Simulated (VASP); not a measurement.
# Ti (P6_3/mmc) in VASP: further runs

Runs on Ti. Level: BLYP. Tasks: single point.

Everything below comes from runs of VASP 6.6.1. Logs are shortened: lines on timing, memory, paths and dates and some standing lists are left out, and cuts for length are marked.

## (1) The cell of the first run

Symmetry: P6_3/mmc, No. 194, hexagonal system. The conventional cell has a = 2.961 Å, b = 2.961 Å, c = 4.688 Å, α = 90.00°, β = 90.00°, γ = 120.00°. Within 3.8 Å of Ti (site symmetry -6m2) lie 12 Ti at 2.90 to 2.96 Å.

## (2) Single point, BLYP, non-collinear spin, typed start, spin-orbit coupling

File INCAR:

```
SYSTEM = Ti
PREC = Accurate
ENCUT = 520
EDIFF = 1E-6
ISMEAR = -1
SIGMA = 0.05
LREAL = .False.
LASPH = .True.
NELM = 150
ALGO = Normal
ISIF = 2
LWAVE = .False.
LCHARG = .False.
MAGMOM = 0 0 1 0 0 1
LORBIT = 11
LSORBIT = .True.
GGA_COMPAT = .False.
LORBMOM = .True.
LMAXMIX = 4
GGA = B5
ALDAX = 1.0
AGGAX = 1.0
AGGAC = 1.0
ALDAC = 0.0
NBANDS = 36
```

File KPOINTS:

```
regular mesh
0
Gamma
  12 12 7
  0 0 0
```

File POSCAR:

```
Ti
1.0
    2.9609664028      0.0000000000      0.0000000000
   -1.4804832014      2.5642721246      0.0000000000
    0.0000000000      0.0000000000      4.6877870550
Ti
2
Direct
    0.3333333333      0.6666666667      0.2500000000
    0.6666666667      0.3333333333      0.7500000000
```

Potentials or basis: VASP PAW PBE potentials, release 64 (Ti_sv).

On the command line:

```
$ cat potpaw_PBE.64/Ti_sv/POTCAR > POTCAR
$ mpirun -np 1 vasp_ncl > vasp.out
```

OUTCAR:

```text
SYSTEM = Ti
   PREC = Accurate
   ENCUT = 520
   EDIFF = 1E-6
   ISMEAR = -1
   LREAL = .False.
   LASPH = .True.
   NELM = 150
   ISIF = 2
   LORBIT = 11
   LSORBIT = .True.
   GGA = B5

 ion  position               nearest neighbor table
   1  0.333  0.667  0.250-   2 2.90   2 2.90   2 2.90   2 2.90   2 2.90   2 2.90
   2  0.667  0.333  0.750-   1 2.90   1 2.90   1 2.90   1 2.90   1 2.90   1 2.90

  LATTYP: Found a hexagonal cell.
 ALAT       =     2.9609664028
 C/A-ratio  =     1.5831949497

  Lattice vectors:

 A1 = (   2.9609664028,   0.0000000000,   0.0000000000)
 A2 = (  -1.4804832014,   2.5642721246,   0.0000000000)
 A3 = (   0.0000000000,   0.0000000000,   4.6877870550)

Analysis of symmetry for initial positions (statically):
=====================================================================
 Subroutine PRICEL returns:
 Original cell was already a primitive cell.

 Routine SETGRP: Setting up the symmetry group for a
 hexagonal supercell.

 Subroutine GETGRP returns: Found 24 space group operations
 (whereof 12 operations were pure point group operations)
 out of a pool of 24 trial point group operations.

The static configuration has the point symmetry D_3d.
 The point group associated with its full space group is D_6h.

Analysis of symmetry for dynamics (positions and initial velocities):
=====================================================================
 Subroutine PRICEL returns:
 Original cell was already a primitive cell.

 Routine SETGRP: Setting up the symmetry group for a
 hexagonal supercell.

 Subroutine GETGRP returns: Found 24 space group operations
 (whereof 12 operations were pure point group operations)
 out of a pool of 24 trial point group operations.

The dynamic configuration has the point symmetry D_3d.
 The point group associated with its full space group is D_6h.

Analysis of structural, dynamic, and magnetic symmetry:
=====================================================================
 Subroutine PRICEL returns:
 Original cell was already a primitive cell.

 Routine SETGRP: Setting up the symmetry group for a
 hexagonal supercell.

 Subroutine GETGRP returns: Found 12 space group operations
 (whereof  6 operations were pure point group operations)
 out of a pool of 24 trial point group operations.

The overall configuration has the point symmetry S_6 .
 The point group associated with its full space group is C_6h.

 Subroutine INISYM returns: Found 12 space group operations
 (whereof  6 operations are pure point group operations),
 and found     1 'primitive' translations

----------------------------------------------------------------------------------------

                                     Primitive cell

  volume of cell :      35.5931

  direct lattice vectors                    reciprocal lattice vectors
     2.960966403  0.000000000  0.000000000     0.337727574  0.194987106  0.000000000
    -1.480483201  2.564272125  0.000000000     0.000000000  0.389974212  0.000000000
     0.000000000  0.000000000  4.687787055     0.000000000  0.000000000  0.213320270

  length of vectors
     2.960966403  2.960966403  4.687787055     0.389974212  0.389974212  0.213320270

  position of ions in fractional coordinates (direct lattice)
     0.333333333  0.666666667  0.250000000
     0.666666667  0.333333333  0.750000000

  ion indices of the primitive-cell ions
   primitive index   ion index
                 1           1
                 2           2

----------------------------------------------------------------------------------------

 KPOINTS: regular mesh

Automatic generation of k-mesh.
 Grid dimensions read from file:
 generate k-points for:   12   12    7

 Generating k-lattice:

  Cartesian coordinates                     Fractional coordinates (reciprocal lattice)
     0.028143965  0.016248925  0.000000000     0.083333333  0.000000000  0.000000000
     0.000000000  0.032497851  0.000000000     0.000000000  0.083333333  0.000000000
     0.000000000  0.000000000  0.030474324     0.000000000  0.000000000  0.142857143

  Length of vectors
     0.032497851  0.032497851  0.030474324

  Shift w.r.t. Gamma in fractional coordinates (k-lattice)
     0.000000000  0.000000000  0.000000000

 Subroutine IBZKPT returns following result:
 ===========================================

 Found    104 irreducible k-points:

 Following reciprocal coordinates:
            Coordinates               Weight
  0.000000  0.000000  0.000000      1.000000
  0.083333  0.000000  0.000000      6.000000
[... 41 lines left out ...]
   EDIFF  = 0.1E-05   stopping-criterion for ELM
   LREAL  =      F    real-space projection
   EDIFFG = 0.1E-04   stopping-criterion for IOM
   NSW    =      0    number of steps for IOM
   IBRION =     -1    ionic relax: 0-MD 1-quasi-New 2-CG
   NFREE  =      0    steps in history (QN), initial steepest desc. (CG)
   ISIF   =      2    stress and relaxation
   ISYM   =      2    0-nonsym 1-usesym 2-fastsym
   POTIM  = 0.5000    time-step for ionic-motion
   TEBEG  =    0.0;   TEEND  =   0.0 temperature during run
   PSTRESS=    0.0 pullay stress
   NELECT =      24.0000    total number of electrons
   NUPDOWN=      -1.0000    fix difference up-down
   EMIN   =  10.00;   EMAX   =-10.00  energy-range for DOS
   EFERMI =   0.00;   METHOD = LEGACY
   ISMEAR =    -1;   SIGMA  =   0.05  broadening in eV -4-tet -1-fermi 0-gaus
   EFERMI_NEDOS =   21; number of points for ismear=-14 and -15
   IALGO  =     38    algorithm
   IMIX   =      4    mixing-type and parameters
     AMIX     =   0.40;   BMIX     =  1.00
     AMIX_MAG =   1.60;   BMIX_MAG =  1.00
  volume/ion in A,a.u.               =      17.80       120.10
  Fermi-wavevector in a.u.,A,eV,Ry     =   1.435567  2.712828 28.039596  2.060852
  Thomas-Fermi vector in A             =   2.554851
   LORBIT       =     11    0 simple, 1 ext, 2 COOP (PROOUT), +10 PAW based schemes
   GGA     = B5    functional components
   LHFCALC =     F    Hartree Fock is set to
   AEXX    =    0.0000 exact exchange contribution
   IVDW    =     0    specifies the selected vdW correction
   LEPSILON=     F    determine dielectric tensor
   LRPA    =     F    only Hartree local field effects (RPA)
  energy-cutoff  :      520.00
  volume of cell :       35.59
 maximum number of plane-waves:      1958
 NGX is ok and might be reduce to    24
   NGX = 11   NGY = 11   NGZ = 17

 number of electron      24.0000004 magnetization       0.0000000      0.0000000      0.0399567

 number of electron      24.0000004 magnetization       0.0000000     -0.0000000      0.0003655

 number of electron      24.0000004 magnetization       0.0000000     -0.0000000     -0.0000693

 Free energy of the ion-electron system (eV)
  ---------------------------------------------------
  ext. energy  EPLUGINS =         0.00000000
  ---------------------------------------------------
  free energy    TOTEN  =       -13.55934162 eV

  energy without entropy =      -13.53986613  energy(sigma->0) =      -13.54960387

 E-fermi :   8.5272     XC(G=0): -10.8497

 val. band max:        8.5224818983   @ k =   0.0000   0.0000   0.4286
 cond. band min:       8.5384240160   @ k =   0.0833   0.0833   0.0000
 fundamental gap:      0.0159421178
 Fermi energy:         8.5272150639

 k-point     1 :       0.0000    0.0000    0.0000
  band No.  band energies     occupation
      1     -48.1459      1.00000
      2     -48.1459      1.00000
      3     -48.0190      1.00000
      4     -48.0190      1.00000
      5     -25.0426      1.00000
      6     -25.0426      1.00000
[... 925 lines left out ...]
     35      11.6726      0.00000
     36      11.6726      0.00000

 [... further k-points ...]
[... 5 lines left out ...]
  --------------------------------------------------------------------------------------
  -------------------------------------------------------------------------------------
  Total       -0.0065339     -0.0065339     -0.0104739      0.0000000     -0.0000000     -0.0000000
  in kB       -0.2941175     -0.2941175     -0.4714704      0.0000014     -0.0000000     -0.0000000
  external PRESSURE =      -0.3532351 kB  Pullay stress =       0.0000000 kB

 VOLUME and BASIS-vectors are now :
 -----------------------------------------------------------------------------
  energy-cutoff  :      520.00
  volume of cell :       35.59
      direct lattice vectors                 reciprocal lattice vectors
     2.960966403  0.000000000  0.000000000     0.337727574  0.194987106  0.000000000
    -1.480483201  2.564272125  0.000000000     0.000000000  0.389974212  0.000000000
     0.000000000  0.000000000  4.687787055     0.000000000  0.000000000  0.213320270

 POSITION                                       TOTAL-FORCE (eV/Angst)
 -----------------------------------------------------------------------------------
     -0.00000      1.70951      1.17195        -0.000000      0.000000      0.000000
      1.48048      0.85476      3.51584         0.000000     -0.000000     -0.000000
 -----------------------------------------------------------------------------------
    total drift:                               -0.000000      0.000000     -0.000000

  FREE ENERGIE OF THE ION-ELECTRON SYSTEM (eV)
  ---------------------------------------------------
  free  energy   TOTEN  =       -13.5593416222 eV

  energy  without entropy=      -13.5398661256  energy(sigma->0) =      -13.54960387

 orbital moment (x)

 # of ion     p       d       tot
 ----------------------------------------
  1         0.000   0.000   0.000
  2        -0.000   0.000   0.000
 ----------------------------------------
            0.000   0.000   0.000

 orbital moment (y)

 # of ion     p       d       tot
 ----------------------------------------
  1         0.000  -0.000  -0.000
  2        -0.000  -0.000  -0.000
 ----------------------------------------
            0.000  -0.000  -0.000

 orbital moment (z)

 # of ion     p       d       tot
 ----------------------------------------
  1        -0.000   0.000  -0.000
  2        -0.000   0.000  -0.000
 ----------------------------------------
           -0.000   0.000  -0.000

 Spin-Orbit-Coupling matrix elements

 Ion:    1  E_soc:     -0.0111871
 l=   1
     0.0000000    -0.0017593    -0.0017596
    -0.0017593     0.0000000    -0.0017593
    -0.0017596    -0.0017593     0.0000000
 l=   2
     0.0000000    -0.0000192     0.0000000    -0.0000192    -0.0000916
    -0.0000192     0.0000000    -0.0000649    -0.0000169    -0.0000192
     0.0000000    -0.0000649     0.0000000    -0.0000649     0.0000000
    -0.0000192    -0.0000169    -0.0000649     0.0000000    -0.0000192
    -0.0000916    -0.0000192     0.0000000    -0.0000192     0.0000000
 l=   3
     0.0000000     0.0000000     0.0000000     0.0000000     0.0000000     0.0000000     0.0000000
     0.0000000     0.0000000     0.0000000     0.0000000     0.0000000     0.0000000     0.0000000
     0.0000000     0.0000000     0.0000000     0.0000000     0.0000000     0.0000000     0.0000000
     0.0000000     0.0000000     0.0000000     0.0000000     0.0000000     0.0000000     0.0000000
     0.0000000     0.0000000     0.0000000     0.0000000     0.0000000     0.0000000     0.0000000
     0.0000000     0.0000000     0.0000000     0.0000000     0.0000000     0.0000000     0.0000000
     0.0000000     0.0000000     0.0000000     0.0000000     0.0000000     0.0000000     0.0000000

 Ion:    2  E_soc:     -0.0111871
 l=   1
     0.0000000    -0.0017593    -0.0017596
    -0.0017593     0.0000000    -0.0017593
    -0.0017596    -0.0017593     0.0000000
 l=   2
     0.0000000    -0.0000192     0.0000000    -0.0000192    -0.0000916
    -0.0000192     0.0000000    -0.0000649    -0.0000169    -0.0000192
     0.0000000    -0.0000649     0.0000000    -0.0000649     0.0000000
    -0.0000192    -0.0000169    -0.0000649     0.0000000    -0.0000192
    -0.0000916    -0.0000192     0.0000000    -0.0000192     0.0000000
 l=   3
     0.0000000     0.0000000     0.0000000     0.0000000     0.0000000     0.0000000     0.0000000
     0.0000000     0.0000000     0.0000000     0.0000000     0.0000000     0.0000000     0.0000000
     0.0000000     0.0000000     0.0000000     0.0000000     0.0000000     0.0000000     0.0000000
     0.0000000     0.0000000     0.0000000     0.0000000     0.0000000     0.0000000     0.0000000
     0.0000000     0.0000000     0.0000000     0.0000000     0.0000000     0.0000000     0.0000000
     0.0000000     0.0000000     0.0000000     0.0000000     0.0000000     0.0000000     0.0000000
     0.0000000     0.0000000     0.0000000     0.0000000     0.0000000     0.0000000     0.0000000

 total charge

# of ion       s       p       d       tot
------------------------------------------
    1        2.247   6.110   1.923  10.279
    2        2.247   6.110   1.923  10.279
--------------------------------------------------
tot          4.493  12.219   3.846  20.559

 magnetization (x)

# of ion       s       p       d       tot
------------------------------------------
    1        0.000   0.000   0.000   0.000
    2        0.000   0.000   0.000   0.000
--------------------------------------------------
tot          0.000   0.000   0.000   0.000

 magnetization (y)

# of ion       s       p       d       tot
------------------------------------------
    1       -0.000   0.000   0.000   0.000
    2        0.000   0.000  -0.000  -0.000
--------------------------------------------------
tot          0.000   0.000   0.000   0.000

 magnetization (z)

# of ion       s       p       d       tot
------------------------------------------
    1        0.000  -0.000  -0.000  -0.000
    2        0.000  -0.000  -0.000  -0.000
--------------------------------------------------
tot          0.000  -0.000  -0.000  -0.000
```

Wall time 9.5 min (1 thread of AMD EPYC 7R13, shared host); peak memory 0.32 GiB.

What came out:

```yaml
Free_energy: -13.5593 eV
Pressure: 0.0 GPa
Net_moment: 0.00 μB per cell
Valence_electrons_inside_the_program's_atomic_spheres: Ti 10.28
```

Moments on the atoms (μB; x, y, z):
```
Ti  0.00 0.00 0.00
Ti  0.00 0.00 0.00
```

Caveat: the PAW data sets were made with another functional, which shifts forces and pressure a little.

## (3) Single point, BLYP

File INCAR:

```
SYSTEM = Ti
AGGAC    = 1.0          
AGGAX    = 1.0          
ALDAC    = 0.0          
ALDAX    = 1.0          
ALGO     = Normal         ! electronic algorithm
EDIFF    = 1E-6           ! SCF threshold, eV
ENCUT    = 500            ! plane-wave cutoff, eV
GGA      = B5             ! functional
GGA_COMPAT= .False.      
ISIF     = 2              ! what is computed and relaxed
ISMEAR   = -1             ! smearing method
LASPH    = .True.         ! aspherical terms in the spheres
LCHARG   = .False.        ! write CHGCAR
LREAL    = .False.        ! projectors in reciprocal space
LWAVE    = .False.        ! write WAVECAR
NBANDS   = 19             ! bands
NELM     = 120            ! most SCF steps
PREC     = Accurate       ! precision mode
SIGMA    = 0.1            ! smearing width, eV
```

File KPOINTS:

```
k-points
0
Gamma
  6 6 4
  0 0 0
```

File POSCAR:

```
Ti
1.0
    2.9619278083      0.0000000000      0.0000000000
   -1.4809639042      2.5651047262      0.0000000000
    0.0000000000      0.0000000000      4.6901341120
Ti
2
Direct
    0.3333333333      0.6666666667      0.2500000000
    0.6666666667      0.3333333333      0.7500000000
```

Potentials or basis: VASP PAW PBE potentials, release 64 (Ti_sv).

On the command line:

```
$ cat potpaw_PBE.64/Ti_sv/POTCAR > POTCAR
$ mpirun -np 1 vasp_std > vasp.out
```

Run time: 39 s. Hardware: 1 thread of AMD EPYC 7R13, shared host; peak memory 0.12 GiB.

It converged, with:

```
Free energy            : -13.5739 eV
Pressure               : -0.1 GPa
Band gap on the k mesh : zero (band 12 reaches 9.22 eV, above the bottom of band 13 at 8.31 eV)
```

Stress tensor (GPa, compression positive):
```
-0.31  0.00  0.00
 0.00 -0.31  0.00
 0.00  0.00  0.46
```

Levels at points of the mesh, in eV from the Fermi level:
```
           k point  band 9  band 10  band 11  band 12  band 13  band 14  band 15  band 16
(0.00, 0.00, 0.00)   -5.95    -2.59     0.70     0.70     0.81     0.92     1.17     1.17
(0.50, 0.00, 0.00)   -2.25    -2.07    -1.75    -0.52     0.44     0.61     1.11     3.14
(0.00, 0.00, 0.50)   -4.14    -4.14     0.07     0.07     0.61     0.61     0.61     0.61
(0.50, 0.00, 0.50)   -2.42    -2.42    -0.80    -0.80     1.38     1.38     1.63     1.63
```

Caveat: the k points lie up to 0.41 Å⁻¹ apart; the PAW data sets were made with another functional, which shifts forces and pressure a little.
